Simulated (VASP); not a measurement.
**Eu: single point with PBEsol**

The system is Eu.

```
Eu
1.0
    -2.34817    2.34817    2.34817
     2.34817   -2.34817    2.34817
     2.34817    2.34817   -2.34817
Eu
1
Direct
  0.00000 0.00000 0.00000
```

This cell differs from its parent crystal: volume scaled by 1.06.

* Program: VASP 6.6.1
* Task: single point
* Functional: PBEsol
* Potentials or basis: VASP PAW PBE potentials, release 64 (Eu)
* Cutoff: 520 eV
* k mesh: 8 × 8 × 8
* Occupations: fermi-dirac, width 0.05 eV
* Spin: collinear spin, ferromagnetic start
* Starting moments: [7.0] μB
* Dipole correction: no
* Further INCAR settings: ALGO = Normal; EDIFF = 1e-06; NBANDS = 18

* Pressure: -3.2 GPa
* Net moment: 7.40 μB per cell
* Site moments: Eu +6.72 μB
* Valence electrons inside the program's atomic spheres: Eu 14.68

Levels at points of the mesh, in eV from the Fermi level:
Spin up:
```csv
k point,band 10,band 11,band 12,band 13,band 14,band 15
"(0.00, 0.00, 0.00)",-0.41,-0.41,-0.37,1.59,1.59,1.59
"(0.50, 0.00, 0.00)",-0.42,-0.41,-0.39,0.33,0.47,2.83
"(0.50, 0.50, 0.50)",-0.49,-0.38,-0.38,-0.38,3.90,3.90
```
Spin down:
```csv
k point,band 2,band 3,band 4,band 5,band 6,band 7,band 8,band 9
"(0.00, 0.00, 0.00)",-18.16,-18.16,-18.16,-3.37,2.57,2.57,2.57,3.96
"(0.50, 0.00, 0.00)",-18.45,-18.25,-18.16,-0.78,1.05,1.35,3.89,3.93
"(0.50, 0.50, 0.50)",-18.36,-18.36,-18.36,0.04,0.04,3.71,3.71,3.71
```

Run time: 100 s on 1 thread of Intel(R) Xeon(R) Platinum 8175M CPU @ 2.50GHz (Skylake/Cascade Lake) (shared host), peak memory 0.22 GiB.

Caveat: the PAW data sets were made with another functional, which shifts forces and pressure a little; spin-orbit coupling is left out, which moves the levels of the heavy elements. The state reached can hang on the start; a lower one may exist.
